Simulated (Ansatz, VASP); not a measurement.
# Be in VASP and in Ansatz

The input INCAR:

```
  PREC = Accurate
  ENCUT = 520
  EDIFF = 1E-6
  ISMEAR = -1
  SIGMA = 0.1
  LREAL = False
  LASPH = True
  NELM = 100
  ALGO = Normal
  ISIF = 2
  LWAVE = False
  LCHARG = True
  GGA = RE
  LELF = True
  LVHAR = True
  NBANDS = 9
```

The input KPOINTS:

```
Automatic mesh
0
Gamma
  12 12 12
```

POSCAR

```
Be
1.0
    0.0000000000      2.3655050121      2.3655050121
    2.3655050121      0.0000000000      2.3655050121
    2.3655050121      2.3655050121      0.0000000000
Be
2
Direct
    0.1250000000      0.1250000000      0.1250000000
    0.8750000000      0.8750000000      0.8750000000
```

Input for Ansatz:

```yaml
crystal:
  lattice:
    - [0.0, 2.3655050121, 2.3655050121]
    - [2.3655050121, 0.0, 2.3655050121]
    - [2.3655050121, 2.3655050121, 0.0]
  atoms:
    - { symbol: Be, position: [0.125, 0.125, 0.125] }
    - { symbol: Be, position: [0.875, 0.875, 0.875] }
hamiltonian:
  xc: revpbe
  pseudopotentials:
    kind: paw
    azcp:
      Be: "pseudopotentials/Be.paw.azcp"
basis:
  ecutwfc: 420
  fft_grid_basis: typed
kpoints:
  mp_grid: { grid: [12, 12, 12], shift: [0, 0, 0] }
magnetization:
  spin_polarized: false
scf:
  occupations: { method: fermi_dirac, width: 0.1 }
  lower_state_search: "off"
output:
  stress: true
```

Alike in both runs: task single point; functional revPBE; k mesh 12 × 12 × 12; occupations fermi-dirac, width 0.1 eV; no spin polarisation.

|  | VASP | Ansatz |
| --- | --- | --- |
| version | VASP 6.6.1 | Ansatz 0.2.0 |
| potentials or method | VASP PAW PBE potentials, release 64 (Be), cutoff 520 eV | plane waves (420 eV) with PAW, scalar-relativistic |
| valence electrons in the cell | 4 | 4 |

```csv
,VASP,Ansatz,Ansatz less VASP
pressure (GPa),6.6,6.6,0.00
```

VASP's potentials were made for PBE, not for revPBE. The functional is the same, so the differences come from potentials, cutoffs and numerics.
